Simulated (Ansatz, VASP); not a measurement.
# One calculation of Ga4O, two programs

INCAR

```
ALGO = Normal ; EDIFF = 1E-7
EDIFFG = -0.04 ; ENCUT = 600
GGA = PE ; IBRION = 2
ISIF = 3 ; ISMEAR = 0
LASPH = T ; LCHARG = F
LREAL = F ; LWAVE = F
NELM = 80 ; NSW = 90
PREC = Accurate ; SIGMA = 0.1
```

File KPOINTS:

```
k-points
0
Gamma
  6 6 4
```

Contents of POSCAR:

```
Ga4O
1.0
    4.8886263400      0.0000000000      0.0000000000
   -2.4443131700      4.2336746000      0.0000000000
    0.0000000000      0.0000000000      4.4795834000
Ga O
4 1
Direct
    0.3333333300      0.6666666700      0.7816249600
    0.3333333300      0.6666666700      0.2183750400
    0.6666666700      0.3333333300      0.2183750400
    0.6666666700      0.3333333300      0.7816249600
    0.0000000000      0.0000000000      0.0000000000
```

Input for Ansatz:

```yaml
crystal:
  lattice:
    - [4.88862634, 0.0, 0.0]
    - [-2.44431317, 4.2336746, 0.0]
    - [0.0, 0.0, 4.4795834]
  atoms:
    - { symbol: Ga, position: [0.33333333, 0.66666667, 0.78162496] }
    - { symbol: Ga, position: [0.33333333, 0.66666667, 0.21837504] }
    - { symbol: Ga, position: [0.66666667, 0.33333333, 0.21837504] }
    - { symbol: Ga, position: [0.66666667, 0.33333333, 0.78162496] }
    - { symbol: O, position: [0.0, 0.0, 0.0] }
basis:
  ecutwfc: 420
kpoints:
  mp_grid: { grid: [6, 6, 4] }
hamiltonian:
  xc: pbe
scf:
  occupations: { method: gaussian, width: 0.1 }
  lower_state_search: "off"
output:
  forces: true
  stress: true
  eigenvalues: true
relax:
  adjacent_minimum: "off"
  f_tol: 0.04
  max_steps: 70
  cell: { stress_tol: 0.4 }
```

Alike in both runs: task relaxation of cell and atoms; functional PBE; k mesh 6 × 6 × 4; occupations gaussian, width 0.1 eV; no spin polarisation.

```csv
,VASP,Ansatz
version,VASP 6.6.1,Ansatz 0.2.0
potentials or method,"VASP PAW PBE potentials, release 64 (Ga_d, O), cutoff 600 eV","scalar-relativistic, plane waves, PAW"
valence electrons in the cell,58,58
```

|  | VASP | Ansatz | Ansatz less VASP |
| --- | --- | --- | --- |
| gap on the k mesh at the Fermi level, each at its own relaxed structure (eV) | none | none | - |
| relaxed volume (Å³/atom) | 18.86 | 18.86 | +0.005 |
| relaxed cell length with the largest relative difference (Å) | 5.540 | 5.567 | +0.0272 |

A gap of «none» marks a metal or a gap that the smearing closes.
